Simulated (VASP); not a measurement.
The system is Si2Ni.

```
CELL_PARAMETERS angstrom
0.00000 2.77849 2.77849
2.77849 0.00000 2.77849
2.77849 2.77849 0.00000
ATOMIC_POSITIONS crystal
Si 0.25000 0.25000 0.25000
Si 0.75000 0.75000 0.75000
Ni 0.00000 0.00000 0.00000
```

Base run:

| Quantity | Value |
| --- | --- |
| Program | VASP 6.6.1 |
| Functional | LDA |
| Potentials or basis | VASP PAW LDA potentials, release 64 (Si, Ni) |
| Cutoff | 520 eV |
| k mesh | 14 × 14 × 14 |
| Occupations | gaussian, width 0.15 eV |
| Spin | collinear spin, ferromagnetic start |
| Starting moments | [0.0, 0.0, 1.0] μB |
| Fixed moment | 1 μB |

Its results: pressure -11.6 GPa; site moments Si +0.13; Ni +0.45 μB.

**Question.** The run is repeated on the same cell with these changes: fixed moment from 1 μB to 0.625 μB; moments at the start from [0.0, 0.0, 1.0] to [0.0, 0.0, 0.62]. What comes out?

**Answer.** Pressure -13.3 GPa; site moments Si +0.08; Ni +0.30 μB.

Caveats: the cell stands under tension; the total moment is fixed, so each spin has its own Fermi level.
